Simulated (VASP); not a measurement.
# Al5C3 (I-43m) in VASP: further runs

Runs on Al5C3. Level: PBE. Tasks: single point.

Program: VASP 6.6.1. These are calculated values, not measurements. Logs are shortened: lines on timing, memory, paths and dates and some standing lists are left out, and cuts for length are marked.

## Step 1: The cell of the first run

Symmetry: I-43m, No. 217, cubic system. The conventional cell has a = 6.343 Å, b = 6.343 Å, c = 6.343 Å, α = 90.00°, β = 90.00°, γ = 90.00°. Al (site symmetry 3m) has 1 Al at 2.06 Å and 3 C at 2.60 Å within 2.7 Å. Al (site symmetry -43m) has 4 Al at 2.06 Å within 2.7 Å. C (site symmetry -42m) has 10 Al at 2.60 to 3.17 Å and 4 C at 3.17 Å within 3.4 Å.

## Step 2: Single point, PBE, collinear spin, ferromagnetic start

Input file INCAR:

```
SYSTEM = Al5C3
  PREC = Accurate
  ENCUT = 520
  EDIFF = 1E-6
  ISMEAR = 0
  SIGMA = 0.1
  LREAL = .False.
  LASPH = .True.
  NELM = 150
  ALGO = Normal
  ISIF = 2
  LWAVE = .False.
  LCHARG = .True.
  ISPIN = 2
  MAGMOM = 0 0 0 0 0 1 1 1
  LORBIT = 11
  GGA = PE
  LELF = .True.
  LVHAR = .True.
  NBANDS = 28
```

Input file KPOINTS:

```
Automatic mesh
0
Gamma
  4 4 4
  0 0 0
```

Input file POSCAR:

```
Al5C3
1.0
   -3.1714026700      3.1714026700      3.1714026700
    3.1714026700     -3.1714026700      3.1714026700
    3.1714026700      3.1714026700     -3.1714026700
Al C
5 3
Direct
    0.3757811000      0.3757811000      0.3757811000
    0.0000000000      0.0000000000      0.6242189000
    0.0000000000      0.6242189000      0.0000000000
    0.6242189000      0.0000000000      0.0000000000
    0.0000000000      0.0000000000      0.0000000000
    0.0000000000      0.5000000000      0.5000000000
    0.5000000000      0.0000000000      0.5000000000
    0.5000000000      0.5000000000      0.0000000000
```

Potentials or basis: VASP PAW PBE potentials, release 64 (Al, C).

Command:

```bash
$ cat potpaw_PBE.64/Al/POTCAR potpaw_PBE.64/C/POTCAR > POTCAR
$ mpirun -np 1 vasp_std > vasp.out
```

OUTCAR:

```text
SYSTEM = Al5C3
   PREC = Accurate
   ENCUT = 520
   EDIFF = 1E-6
   ISMEAR = 0
   LREAL = .False.
   LASPH = .True.
   NELM = 150
   ISIF = 2
   ISPIN = 2
   LORBIT = 11
   GGA = PE

 ion  position               nearest neighbor table
   1  0.376  0.376  0.376-   5 2.06   6 2.60   7 2.60   8 2.60   3 3.36   4 3.36   2 3.36   3 3.36
                             4 3.36   2 3.36
   2  0.000  0.000  0.624-   5 2.06   8 2.60   6 2.60   7 2.60   3 3.36   3 3.36   4 3.36   1 3.36
                             4 3.36   1 3.36
   3  0.000  0.624  0.000-   5 2.06   7 2.60   6 2.60   8 2.60   2 3.36   1 3.36   2 3.36   4 3.36
                             4 3.36   1 3.36
   4  0.624  0.000  0.000-   5 2.06   6 2.60   7 2.60   8 2.60   2 3.36   1 3.36   3 3.36   1 3.36
                             2 3.36   3 3.36
   5  0.000  0.000  0.000-   1 2.06   2 2.06   3 2.06   4 2.06
   6  0.000  0.500  0.500-   1 2.60   4 2.60   3 2.60   2 2.60
   7  0.500  0.000  0.500-   1 2.60   3 2.60   4 2.60   2 2.60
   8  0.500  0.500  0.000-   1 2.60   2 2.60   4 2.60   3 2.60

  LATTYP: Found a body centered cubic cell.
 ALAT       =     6.3428053400

  Lattice vectors:

 A1 = (  -3.1714026700,   3.1714026700,   3.1714026700)
 A2 = (   3.1714026700,  -3.1714026700,   3.1714026700)
 A3 = (   3.1714026700,   3.1714026700,  -3.1714026700)

Analysis of symmetry for initial positions (statically):
=====================================================================
 Subroutine PRICEL returns:
 Original cell was already a primitive cell.

 Routine SETGRP: Setting up the symmetry group for a
 body centered cubic supercell.

 Subroutine GETGRP returns: Found 24 space group operations
 (whereof 24 operations were pure point group operations)
 out of a pool of 48 trial point group operations.

The static configuration has the point symmetry T_d .

Analysis of symmetry for dynamics (positions and initial velocities):
=====================================================================
 Subroutine PRICEL returns:
 Original cell was already a primitive cell.

 Routine SETGRP: Setting up the symmetry group for a
 body centered cubic supercell.

 Subroutine GETGRP returns: Found 24 space group operations
 (whereof 24 operations were pure point group operations)
 out of a pool of 48 trial point group operations.

The dynamic configuration has the point symmetry T_d .

Analysis of structural, dynamic, and magnetic symmetry:
=====================================================================
 Subroutine PRICEL returns:
 Original cell was already a primitive cell.

 Routine SETGRP: Setting up the symmetry group for a
 body centered cubic supercell.

[... 146 lines left out ...]
  free energy    TOTEN  =       -26.67624510 eV

  energy without entropy =      -26.66413741  energy(sigma->0) =      -26.67019125

 E-fermi :   5.2067     XC(G=0):  -9.8298

 val. band max:        5.1303165318   @ k =   0.5000   0.5000   0.2500
 cond. band min:       5.3009022620   @ k =   0.2500   0.0000   0.0000
 fundamental gap:      0.1705857302
 Fermi energy:         5.2066528727

 spin component 1

 k-point     1 :       0.0000    0.0000    0.0000
  band No.  band energies     occupation
      1      -6.3247      1.00000
      2      -3.2840      1.00000
      3      -3.2840      1.00000
      4      -1.1438      1.00000
      5       0.6640      1.00000
      6       0.6640      1.00000
[... 213 lines left out ...]
     24       9.8454      0.00000
     25       9.8454      0.00000
 Fermi energy:         5.2066528727

 spin component 2

 k-point     1 :       0.0000    0.0000    0.0000
  band No.  band energies     occupation
      1      -6.3246      1.00000
      2      -3.2838      1.00000
      3      -3.2838      1.00000
      4      -1.1438      1.00000
      5       0.6639      1.00000
      6       0.6639      1.00000
[... 213 lines left out ...]
     24       9.8455      0.00000
     25       9.8455      0.00000
 [bands above 25 left out]

------------------------ aborting loop because EDIFF is reached ----------------------------------------

  FORCE on cell =-STRESS in cart. coord.  units (eV):
  Direction    XX          YY          ZZ          XY          YZ          ZX
  --------------------------------------------------------------------------------------
  -------------------------------------------------------------------------------------
  Total        2.0956534      2.0956534      2.0956534      0.0000000      0.0000000     -0.0000000
  in kB       26.3157577     26.3157577     26.3157577      0.0000000      0.0000000     -0.0000000
  external PRESSURE =      26.3157577 kB  Pullay stress =       0.0000000 kB

 VOLUME and BASIS-vectors are now :
 -----------------------------------------------------------------------------
  energy-cutoff  :      520.00
  volume of cell :      127.59
      direct lattice vectors                 reciprocal lattice vectors
    -3.171402670  3.171402670  3.171402670     0.000000000  0.157658945  0.157658945
     3.171402670 -3.171402670  3.171402670     0.157658945  0.000000000  0.157658945
     3.171402670  3.171402670 -3.171402670     0.157658945  0.157658945  0.000000000

 POSITION                                       TOTAL-FORCE (eV/Angst)
 -----------------------------------------------------------------------------------
      1.19175      1.19175      1.19175         4.006037      4.006037      4.006037
      1.97965      1.97965     -1.97965        -4.006037     -4.006037      4.006037
      1.97965     -1.97965      1.97965        -4.006037      4.006037     -4.006037
     -1.97965      1.97965      1.97965         4.006037     -4.006037     -4.006037
      0.00000      0.00000      0.00000         0.000000     -0.000000     -0.000000
      3.17140      0.00000      0.00000         0.000000     -0.000000     -0.000000
      0.00000      3.17140      0.00000         0.000000      0.000000     -0.000000
      0.00000      0.00000      3.17140         0.000000     -0.000000     -0.000000
 -----------------------------------------------------------------------------------
    total drift:                               -0.000000     -0.000000     -0.000000

  FREE ENERGIE OF THE ION-ELECTRON SYSTEM (eV)
  ---------------------------------------------------
  free  energy   TOTEN  =       -26.6762450983 eV

  energy  without entropy=      -26.6641374084  energy(sigma->0) =      -26.67019125

 total charge

# of ion       s       p       d       tot
------------------------------------------
    1        0.474   0.285   0.000   0.759
    2        0.474   0.285   0.000   0.759
    3        0.474   0.285   0.000   0.759
    4        0.474   0.285   0.000   0.759
    5        0.582   0.614   0.000   1.196
    6        0.997   1.059   0.000   2.056
    7        0.997   1.059   0.000   2.056
    8        0.997   1.059   0.000   2.056
--------------------------------------------------
tot          5.471   4.929   0.000  10.400

 magnetization (x)

# of ion       s       p       d       tot
------------------------------------------
    1       -0.000  -0.000   0.000  -0.000
    2       -0.000  -0.000   0.000  -0.000
    3       -0.000  -0.000   0.000  -0.000
    4       -0.000  -0.000   0.000  -0.000
    5       -0.000  -0.000   0.000  -0.000
    6        0.000   0.000   0.000   0.000
    7        0.000   0.000   0.000   0.000
    8        0.000   0.000   0.000   0.000
--------------------------------------------------
tot          0.000   0.000   0.000   0.000
```

It took 65 s on 1 thread of Intel Xeon Platinum 8259CL at 2.50GHz (Skylake/Cascade Lake), shared host; peak memory 0.31 GiB.

What came out:

- Free energy: -26.6762 eV
- Pressure: 2.6 GPa
- Largest force: 6.939 eV/Å
- Net moment: 0.00 μB per cell
- Valence electrons inside the program's atomic spheres: Al 0.76, 1.20; C 2.06

Forces on the atoms (eV/Å):
```
Al   4.006  4.006  4.006
Al  -4.006 -4.006  4.006
Al  -4.006  4.006 -4.006
Al   4.006 -4.006 -4.006
Al   0.000  0.000  0.000
C    0.000  0.000  0.000
C    0.000  0.000  0.000
C    0.000  0.000  0.000
```

Caveat: forces of over 1 eV/Å act on the atoms, so gaps and moduli don't describe the material at rest.

## Step 3: Single point, PBE

Input file INCAR:

```
SYSTEM = Al5C3
  PREC = Accurate
  ENCUT = 520
  EDIFF = 1E-7
  ISMEAR = 0
  SIGMA = 0.1
  LREAL = .FALSE.
  LASPH = .TRUE.
  NELM = 100
  ALGO = Normal
  ISIF = 2
  LWAVE = .FALSE.
  LCHARG = .TRUE.
  GGA = PE
  LELF = .TRUE.
  LVHAR = .TRUE.
  NBANDS = 24
```

Input file KPOINTS:

```
regular mesh
0
G
  4 4 4
  0 0 0
```

POSCAR is that of step 2.

Potentials or basis: VASP PAW PBE potentials, release 64 (Al, C).

Command:

```bash
$ cat potpaw_PBE.64/Al/POTCAR potpaw_PBE.64/C/POTCAR > POTCAR
$ mpirun -np 1 vasp_std > vasp.out
```

OUTCAR:

```text
SYSTEM = Al5C3
   PREC = Accurate
   ENCUT = 520
   EDIFF = 1E-7
   ISMEAR = 0
   LREAL = .FALSE.
   LASPH = .TRUE.
   NELM = 100
   ISIF = 2
   GGA = PE

 ion  position               nearest neighbor table
   1  0.376  0.376  0.376-   5 2.06   6 2.60   7 2.60   8 2.60   3 3.36   4 3.36   2 3.36   3 3.36
                             4 3.36   2 3.36
   2  0.000  0.000  0.624-   5 2.06   8 2.60   6 2.60   7 2.60   3 3.36   3 3.36   4 3.36   1 3.36
                             4 3.36   1 3.36
   3  0.000  0.624  0.000-   5 2.06   7 2.60   6 2.60   8 2.60   2 3.36   1 3.36   2 3.36   4 3.36
                             4 3.36   1 3.36
   4  0.624  0.000  0.000-   5 2.06   6 2.60   7 2.60   8 2.60   2 3.36   1 3.36   3 3.36   1 3.36
                             2 3.36   3 3.36
   5  0.000  0.000  0.000-   1 2.06   2 2.06   3 2.06   4 2.06
   6  0.000  0.500  0.500-   1 2.60   4 2.60   3 2.60   2 2.60
   7  0.500  0.000  0.500-   1 2.60   3 2.60   4 2.60   2 2.60
   8  0.500  0.500  0.000-   1 2.60   2 2.60   4 2.60   3 2.60

  LATTYP: Found a body centered cubic cell.
 ALAT       =     6.3428053400

  Lattice vectors:

 A1 = (  -3.1714026700,   3.1714026700,   3.1714026700)
 A2 = (   3.1714026700,  -3.1714026700,   3.1714026700)
 A3 = (   3.1714026700,   3.1714026700,  -3.1714026700)

Analysis of symmetry for initial positions (statically):
=====================================================================
 Subroutine PRICEL returns:
 Original cell was already a primitive cell.

 Routine SETGRP: Setting up the symmetry group for a
 body centered cubic supercell.

 Subroutine GETGRP returns: Found 24 space group operations
 (whereof 24 operations were pure point group operations)
 out of a pool of 48 trial point group operations.

The static configuration has the point symmetry T_d .

Analysis of symmetry for dynamics (positions and initial velocities):
=====================================================================
 Subroutine PRICEL returns:
 Original cell was already a primitive cell.

[... 128 lines left out ...]
   LHFCALC =     F    Hartree Fock is set to
   AEXX    =    0.0000 exact exchange contribution
   IVDW    =     0    specifies the selected vdW correction
   LEPSILON=     F    determine dielectric tensor
   LRPA    =     F    only Hartree local field effects (RPA)
 non-spin polarized calculation
 Gauss-broadening in eV      SIGMA  =   0.10
  energy-cutoff  :      520.00
  volume of cell :      127.59
 maximum number of plane-waves:      3468
 NGX is ok and might be reduce to    42
   NGX = 21   NGY = 21   NGZ = 21

 number of electron      27.0000000 magnetization

 Free energy of the ion-electron system (eV)
  ---------------------------------------------------
  ext. energy  EPLUGINS =         0.00000000
  ---------------------------------------------------
  free energy    TOTEN  =       -26.67624493 eV

  energy without entropy =      -26.66413724  energy(sigma->0) =      -26.67019108

 E-fermi :   5.2066     XC(G=0):  -9.8298

 val. band max:        5.1301759527   @ k =   0.5000   0.5000   0.2500
 cond. band min:       5.3009455256   @ k =   0.2500   0.0000   0.0000
 fundamental gap:      0.1707695729
 Fermi energy:         5.2066459574

 k-point     1 :       0.0000    0.0000    0.0000
  band No.  band energies     occupation
      1      -6.3246      2.00000
      2      -3.2839      2.00000
      3      -3.2839      2.00000
      4      -1.1438      2.00000
      5       0.6639      2.00000
      6       0.6639      2.00000
[... 205 lines left out ...]
     23       9.8454      0.00000
     24       9.8454      0.00000

------------------------ aborting loop because EDIFF is reached ----------------------------------------

  FORCE on cell =-STRESS in cart. coord.  units (eV):
  Direction    XX          YY          ZZ          XY          YZ          ZX
  --------------------------------------------------------------------------------------
  -------------------------------------------------------------------------------------
  Total        2.0950099      2.0950099      2.0950099     -0.0000000     -0.0000000      0.0000000
  in kB       26.3076778     26.3076778     26.3076778     -0.0000000     -0.0000000      0.0000000
  external PRESSURE =      26.3076778 kB  Pullay stress =       0.0000000 kB

 VOLUME and BASIS-vectors are now :
 -----------------------------------------------------------------------------
  energy-cutoff  :      520.00
  volume of cell :      127.59
      direct lattice vectors                 reciprocal lattice vectors
    -3.171402670  3.171402670  3.171402670     0.000000000  0.157658945  0.157658945
     3.171402670 -3.171402670  3.171402670     0.157658945  0.000000000  0.157658945
     3.171402670  3.171402670 -3.171402670     0.157658945  0.157658945  0.000000000

 POSITION                                       TOTAL-FORCE (eV/Angst)
 -----------------------------------------------------------------------------------
      1.19175      1.19175      1.19175         4.006029      4.006029      4.006029
      1.97965      1.97965     -1.97965        -4.006029     -4.006029      4.006029
      1.97965     -1.97965      1.97965        -4.006029      4.006029     -4.006029
     -1.97965      1.97965      1.97965         4.006029     -4.006029     -4.006029
      0.00000      0.00000      0.00000        -0.000000     -0.000000      0.000000
      3.17140      0.00000      0.00000        -0.000000     -0.000000      0.000000
      0.00000      3.17140      0.00000        -0.000000     -0.000000      0.000000
      0.00000      0.00000      3.17140        -0.000000     -0.000000      0.000000
 -----------------------------------------------------------------------------------
    total drift:                               -0.000000     -0.000000     -0.000000

  FREE ENERGIE OF THE ION-ELECTRON SYSTEM (eV)
  ---------------------------------------------------
  free  energy   TOTEN  =       -26.6762449271 eV

  energy  without entropy=      -26.6641372376  energy(sigma->0) =      -26.67019108
```

stdout:

```text
POSCAR found type information on POSCAR AlC
 POSCAR found :  2 types and       8 ions
 scaLAPACK will be used
 LDA part: xc-table for (Slater+PW92), standard interpolation
 POSCAR, INCAR and KPOINTS ok, starting setup
 FFT: planning ... GRIDC
 FFT: planning ... GRID_SOFT
 FFT: planning ... GRID
 WAVECAR not read
 entering main loop
```

It took 26 s on 1 thread of Intel Xeon Platinum 8375C at 2.90GHz (Ice Lake), shared host; peak memory 0.25 GiB.

Results:

```yaml
Free_energy: -26.6762 eV
Pressure: 2.6 GPa
Largest_force: 6.939 eV/Å
```

Forces on the atoms (eV/Å):
```
Al   4.006  4.006  4.006
Al  -4.006 -4.006  4.006
Al  -4.006  4.006 -4.006
Al   4.006 -4.006 -4.006
Al   0.000  0.000  0.000
C    0.000  0.000  0.000
C    0.000  0.000  0.000
C    0.000  0.000  0.000
```

Caveat: forces of over 1 eV/Å act on the atoms, so gaps and moduli don't describe the material at rest.
